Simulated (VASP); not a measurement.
# SnCl (P6_3mc) in VASP: single point with RPBE

Aim: the single point of SnCl with RPBE.

Everything below comes from runs of VASP 6.6.1. Logs are shortened: lines on timing, memory, paths and dates and some standing lists are left out, and cuts for length are marked.

**1. The cell of the first run**

It takes space group P6_3mc (No. 186, hexagonal). The conventional cell has a = 3.498 Å, b = 3.498 Å, c = 10.062 Å, α = 90.00°, β = 90.00°, γ = 120.00°. Within 3.5 Å of Sn (site symmetry 3m) lie 4 Cl at 2.68 to 3.10 Å and 6 Sn at 3.50 Å. Cl (site symmetry 3m) has 4 Sn at 2.68 to 3.10 Å and 6 Cl at 3.50 Å within 3.5 Å.

**2. Single point, RPBE**

The input, INCAR:

```
ALGO = Normal
EDIFF = 1E-6
ENCUT = 520
GGA = RP
ISIF = 2
ISMEAR = 1
LASPH = True
LCHARG = False
LREAL = False
LWAVE = False
NBANDS = 29
NELM = 80
PREC = Accurate
SIGMA = 0.05
```

The input, KPOINTS:

```
k-points
0
Gamma
  6 6 2
```

The input, POSCAR:

```
SnCl
1.0
    3.4975460000      0.0000000000      0.0000000000
   -1.7487730000      3.0289630000      0.0000000000
    0.0000000000      0.0000000000     10.0622090000
Sn Cl
2 2
Direct
    0.3333333333      0.6666666667      0.3205100000
    0.6666666667      0.3333333333      0.8205100000
    0.3333333333      0.6666666667      0.0544910000
    0.6666666667      0.3333333333      0.5544910000
```

Potentials or basis: VASP PAW PBE potentials, release 64 (Sn_d, Cl).

The run is started by

```sh
> cat potpaw_PBE.64/Sn_d/POTCAR potpaw_PBE.64/Cl/POTCAR > POTCAR
> mpirun -np 1 vasp_std > vasp.out
```

OUTCAR:

```text
EDIFF = 1E-6
   ENCUT = 520
   GGA = RP
   ISIF = 2
   ISMEAR = 1
   LASPH = True
   LREAL = False
   NELM = 80
   PREC = Accurate

 ion  position               nearest neighbor table
   1  0.333  0.667  0.321-   3 2.68   4 3.10   4 3.10   4 3.10
   2  0.667  0.333  0.821-   4 2.68   3 3.10   3 3.10   3 3.10
   3  0.333  0.667  0.054-   1 2.68   2 3.10   2 3.10   2 3.10
   4  0.667  0.333  0.554-   2 2.68   1 3.10   1 3.10   1 3.10

  LATTYP: Found a hexagonal cell.
 ALAT       =     3.4975460000
 C/A-ratio  =     2.8769339989

  Lattice vectors:

 A1 = (   3.4975460000,   0.0000000000,   0.0000000000)
 A2 = (  -1.7487730000,   3.0289630000,   0.0000000000)
 A3 = (   0.0000000000,   0.0000000000,  10.0622090000)

Analysis of symmetry for initial positions (statically):
=====================================================================
 Subroutine PRICEL returns:
 Original cell was already a primitive cell.

 Routine SETGRP: Setting up the symmetry group for a
 hexagonal supercell.

 Subroutine GETGRP returns: Found 12 space group operations
 (whereof  6 operations were pure point group operations)
 out of a pool of 24 trial point group operations.

The static configuration has the point symmetry C_3v.
 The point group associated with its full space group is C_6v.

Analysis of symmetry for dynamics (positions and initial velocities):
=====================================================================
 Subroutine PRICEL returns:
 Original cell was already a primitive cell.

 Routine SETGRP: Setting up the symmetry group for a
 hexagonal supercell.

 Subroutine GETGRP returns: Found 12 space group operations
 (whereof  6 operations were pure point group operations)
 out of a pool of 24 trial point group operations.

The dynamic configuration has the point symmetry C_3v.
 The point group associated with its full space group is C_6v.

 Subroutine INISYM returns: Found 12 space group operations
 (whereof  6 operations are pure point group operations),
 and found     1 'primitive' translations

----------------------------------------------------------------------------------------

                                     Primitive cell

  volume of cell :     106.5984

  direct lattice vectors                    reciprocal lattice vectors
     3.497546000  0.000000000  0.000000000     0.285914753  0.165072997  0.000000000
[... 78 lines left out ...]
   NELM   =     80;   NELMIN=  2; NELMDL= -5     # of ELM steps
   EDIFF  = 0.1E-05   stopping-criterion for ELM
   LREAL  =      F    real-space projection
   EDIFFG = 0.1E-04   stopping-criterion for IOM
   NSW    =      0    number of steps for IOM
   IBRION =     -1    ionic relax: 0-MD 1-quasi-New 2-CG
   NFREE  =      0    steps in history (QN), initial steepest desc. (CG)
   ISIF   =      2    stress and relaxation
   ISYM   =      2    0-nonsym 1-usesym 2-fastsym
   POTIM  = 0.5000    time-step for ionic-motion
   TEBEG  =    0.0;   TEEND  =   0.0 temperature during run
   PSTRESS=    0.0 pullay stress
   NELECT =      42.0000    total number of electrons
   NUPDOWN=      -1.0000    fix difference up-down
   EMIN   =  10.00;   EMAX   =-10.00  energy-range for DOS
   EFERMI =   0.00;   METHOD = LEGACY
   ISMEAR =     1;   SIGMA  =   0.05  broadening in eV -4-tet -1-fermi 0-gaus
   EFERMI_NEDOS =   21; number of points for ismear=-14 and -15
   IALGO  =     38    algorithm
   IMIX   =      4    mixing-type and parameters
     AMIX     =   0.40;   BMIX     =  1.00
     AMIX_MAG =   1.60;   BMIX_MAG =  1.00
  volume/ion in A,a.u.               =      26.65       179.84
  Fermi-wavevector in a.u.,A,eV,Ry     =   1.200165  2.267983 19.597783  1.440396
  Thomas-Fermi vector in A             =   2.336008
   LORBIT       =      0    0 simple, 1 ext, 2 COOP (PROOUT), +10 PAW based schemes
   GGA     = RP    functional components
   LHFCALC =     F    Hartree Fock is set to
   AEXX    =    0.0000 exact exchange contribution
   IVDW    =     0    specifies the selected vdW correction
   LEPSILON=     F    determine dielectric tensor
   LRPA    =     F    only Hartree local field effects (RPA)
 non-spin polarized calculation
 Methfessel and Paxton  Order N= 1 SIGMA  =   0.05
  energy-cutoff  :      520.00
  volume of cell :      106.60
 maximum number of plane-waves:      2906
 NGX is ok and might be reduce to    28
   NGX = 13   NGY = 13   NGZ = 37

 number of electron      41.9999995 magnetization

 Free energy of the ion-electron system (eV)
  ---------------------------------------------------
  ext. energy  EPLUGINS =         0.00000000
  ---------------------------------------------------
  free energy    TOTEN  =       -12.14478176 eV

  energy without entropy =      -12.14313642  energy(sigma->0) =      -12.14423331

 E-fermi :   4.7614     XC(G=0):  -9.2017

 val. band max:        4.7421487760   @ k =   0.3333   0.3333   0.0000
 cond. band min:       4.7633835483   @ k =   0.3333   0.0000   0.0000
 fundamental gap:      0.0212347723
 Fermi energy:         4.7613925310

 k-point     1 :       0.0000    0.0000    0.0000
  band No.  band energies     occupation
      1     -16.7287      2.00000
      2     -16.7214      2.00000
      3     -16.6566      2.00000
      4     -16.6566      2.00000
      5     -16.6566      2.00000
      6     -16.6566      2.00000
[... 437 lines left out ...]
     28      12.3602      0.00000
     29      13.8560      0.00000

------------------------ aborting loop because EDIFF is reached ----------------------------------------

  FORCE on cell =-STRESS in cart. coord.  units (eV):
  Direction    XX          YY          ZZ          XY          YZ          ZX
  --------------------------------------------------------------------------------------
  -------------------------------------------------------------------------------------
  Total        0.9664372      0.9664367      1.0136678      0.0000000     -0.0000000     -0.0000000
  in kB       14.5255796     14.5255730     15.2354579      0.0000000     -0.0000000     -0.0000000
  external PRESSURE =      14.7622035 kB  Pullay stress =       0.0000000 kB

 VOLUME and BASIS-vectors are now :
 -----------------------------------------------------------------------------
  energy-cutoff  :      520.00
  volume of cell :      106.60
      direct lattice vectors                 reciprocal lattice vectors
     3.497546000  0.000000000  0.000000000     0.285914753  0.165072997  0.000000000
    -1.748773000  3.028963000  0.000000000     0.000000000  0.330145994  0.000000000
     0.000000000  0.000000000 10.062209000     0.000000000  0.000000000  0.099381756

 POSITION                                       TOTAL-FORCE (eV/Angst)
 -----------------------------------------------------------------------------------
     -0.00000      2.01931      3.22504        -0.000000     -0.000000     -0.129649
      1.74877      1.00965      8.25614         0.000000      0.000000     -0.129649
     -0.00000      2.01931      0.54830        -0.000000      0.000000      0.129649
      1.74877      1.00965      5.57940         0.000000     -0.000000      0.129649
 -----------------------------------------------------------------------------------
    total drift:                                0.000000      0.000000     -0.001601

  FREE ENERGIE OF THE ION-ELECTRON SYSTEM (eV)
  ---------------------------------------------------
  free  energy   TOTEN  =       -12.1447817553 eV

  energy  without entropy=      -12.1431364186  energy(sigma->0) =      -12.14423331
```

Run time: 74 s. Hardware: 1 thread of Intel Xeon 8259CL, shared host; peak memory 0.24 GiB.

Results:

```yaml
Free_energy: -12.1448 eV
Pressure: 1.5 GPa
Largest_force: 0.130 eV/Å
Band_gap_on_the_k_mesh: zero (band 21 reaches 7.77 eV, above the bottom of band 22 at 3.88 eV)
```

Forces on the atoms (eV/Å):
```
Sn   0.000  0.000 -0.130
Sn   0.000  0.000 -0.130
Cl   0.000  0.000  0.130
Cl   0.000  0.000  0.130
```

Caveat: the PAW data sets were made with another functional, which shifts forces and pressure a little; spin-orbit coupling is left out, which moves the levels of the heavy elements.
